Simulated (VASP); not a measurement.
Wanted: the native input for a VASP 6.6.1 run.

```
Task                   : single point
Functional             : PBEsol
Potentials or basis    : VASP PAW PBE potentials, release 64 (Sc_sv)
Cutoff                 : 500 eV
k mesh                 : 6 × 6 × 4
Occupations            : gaussian, width 0.1 eV
Spin                   : no spin polarisation
Dipole correction      : no
Further INCAR settings : ALGO = Normal; EDIFF = 1e-06; NBANDS = 18
```

The structure of Sc lies in POSCAR:

```
Sc
1.0
    3.2820297718      0.0000000000      0.0000000000
   -1.6410148859      2.8423211583      0.0000000000
    0.0000000000      0.0000000000      5.0499541636
Sc
2
Direct
    0.3333333333      0.6666666667      0.2500000000
    0.6666666667      0.3333333333      0.7500000000
```

The input as run:

INCAR

```
  PREC = Accurate
  ENCUT = 500
  EDIFF = 1E-6
  ISMEAR = 0
  SIGMA = 0.1
  LREAL = F
  LASPH = T
  NELM = 120
  ALGO = Normal
  ISIF = 2
  LWAVE = F
  LCHARG = F
  GGA = PS
  NBANDS = 18
  GGA_COMPAT = F
```

KPOINTS

```
Automatic mesh
0
Gamma
  6 6 4
```

Potentials or basis: VASP PAW PBE potentials, release 64 (Sc_sv).

The run is started by

```bash
$ cat potpaw_PBE.64/Sc_sv/POTCAR > POTCAR
$ mpirun -np 1 vasp_std > vasp.out
```

Results of the run:

| Quantity | Value |
| --- | --- |
| Pressure | 0.1 GPa |
| Band gap on the k mesh | zero (bands 11 and 12 overlap by 1.62 eV) |

Caveat: the k points lie up to 0.37 Å⁻¹ apart, too coarse for converged energies and pressures of a metal; the PAW data sets were made with another functional, which shifts forces and pressure a little.

Run time: 24 s on 1 thread of Intel(R) Xeon(R) Platinum 8375C CPU @ 2.90GHz (Ice Lake), with other jobs on the host, peak memory 0.15 GiB.
